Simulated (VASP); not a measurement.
Write the native input for VASP 6.6.1 that does the following.

* Task: single point
* Functional: PBEsol
* Potentials or basis: VASP PAW PBE potentials, release 64 (Ga_d, O)
* Cutoff: 520 eV
* k mesh: 6 × 6 × 2
* Occupations: gaussian, width 0.1 eV
* Spin: no spin polarisation
* Dipole correction: no
* Further INCAR settings: ALGO = Normal; EDIFF = 1e-06; NBANDS = 48

The structure of GaO lies in POSCAR:

```
GaO
1.0
    3.0608122816      0.0000000000      0.0000000000
   -1.5304061408      2.6507411920      0.0000000000
    0.0000000000      0.0000000000     13.3693346141
Ga O
4 4
Direct
    0.3333333333      0.6666666667      0.4074942440
    0.3333333333      0.6666666667      0.5925057560
    0.0000000000      0.0000000000      0.0925128172
    0.0000000000      0.0000000000      0.9074871828
    0.6666666667      0.3333333333      0.1469383585
    0.6666666667      0.3333333333      0.8530616415
    0.0000000000      0.0000000000      0.3529593221
    0.0000000000      0.0000000000      0.6470406779
```

One way to write it, as run:

INCAR

```
  ALGO = Normal
  EDIFF = 1E-6
  ENCUT = 520
  GGA = PS
  ISIF = 2
  ISMEAR = 0
  LASPH = True
  LCHARG = False
  LREAL = False
  LWAVE = False
  NBANDS = 48
  NELM = 60
  PREC = Accurate
  SIGMA = 0.1
```

KPOINTS

```
k-points
0
Gamma
  6 6 2
```

Potentials or basis: VASP PAW PBE potentials, release 64 (Ga_d, O).

Launch:

```console
$ cat potpaw_PBE.64/Ga_d/POTCAR potpaw_PBE.64/O/POTCAR > POTCAR
$ mpirun -np 1 vasp_std > vasp.out
```

Results of the run:

| Quantity | Value |
| --- | --- |
| Pressure | 0.2 GPa |
| Largest force | 0.026 eV/Å |
| Band gap on the k mesh | 1.25 eV (least direct gap 1.34 eV) |

Caveat: the PAW data sets were made with another functional, which shifts forces and pressure a little.

Run time: 120 s on 1 thread of Intel(R) Xeon(R) Platinum 8259CL CPU @ 2.50GHz (Skylake/Cascade Lake), on a shared host, peak memory 0.24 GiB.
